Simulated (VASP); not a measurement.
SnO: G0W0 quasiparticle levels with PBE

Crystal: SnO.

```xyz
2
Lattice="3.1034 0.0000 0.0000 0.0000 3.1034 0.0000 0.0000 0.0000 3.1034" Properties=species:S:1:pos:R:3 pbc="T T T"
Sn    0.0000    0.0000    0.0000
O     1.5517    1.5517    1.5517
```

```
Program                         : VASP 6.6.1
Task                            : G0W0 quasiparticle levels
Functional                      : PBE
Potentials or basis             : VASP PAW PBE potentials, release 64 (Sn_d_GW, O_GW)
Cutoff                          : 500 eV
k mesh                          : 4 × 4 × 4
Occupations                     : gaussian, width 0.01 eV
Spin                            : no spin polarisation
Dipole correction               : no
GW scheme                       : G0W0
GW iterations                   : 1
Cutoff of the response function : 80
Frequency points                : 48
Empty bands                     : 60
Further INCAR settings          : ALGO = EVGW0; EDIFF = 1e-08; NBANDS = 70
```

```yaml
Band_gap_on_the_k_mesh_mean-field_level: 0.48 eV, indirect (least direct gap 1.18 eV)
Quasiparticle_gap: 0.20 eV
Least_direct_quasiparticle_gap: 1.44 eV
```

Levels at points of the mesh, in eV from the valence-band top:
```
           k point  band 7  band 8  band 9  band 10  band 11  band 12  band 13  band 14
(0.00, 0.00, 0.00)   -6.97   -2.04   -2.04    -2.04     8.59     8.59     8.66     8.66
(0.50, 0.00, 0.00)   -8.44   -1.28   -1.28    -0.55     1.02     7.76     7.76    11.57
(0.50, 0.50, 0.00)   -5.04   -5.04   -4.24    -1.14     4.02     4.02     9.22    10.59
(0.50, 0.50, 0.50)   -2.85   -2.85   -2.85    -0.70     0.48     0.48     0.48    12.99
```

Wall time 85 s on 1 thread of AMD EPYC 9R45 96-Core Processor (Zen 5), on a shared host, peak memory 0.26 GiB.

Caveat: the k points lie up to 0.51 Å⁻¹ apart; bands, screening cutoff and mesh are small and nothing is extrapolated, so the quasiparticle values aren't converged; spin-orbit coupling is left out, which moves the levels of the heavy elements. A k mesh can miss the band edges.
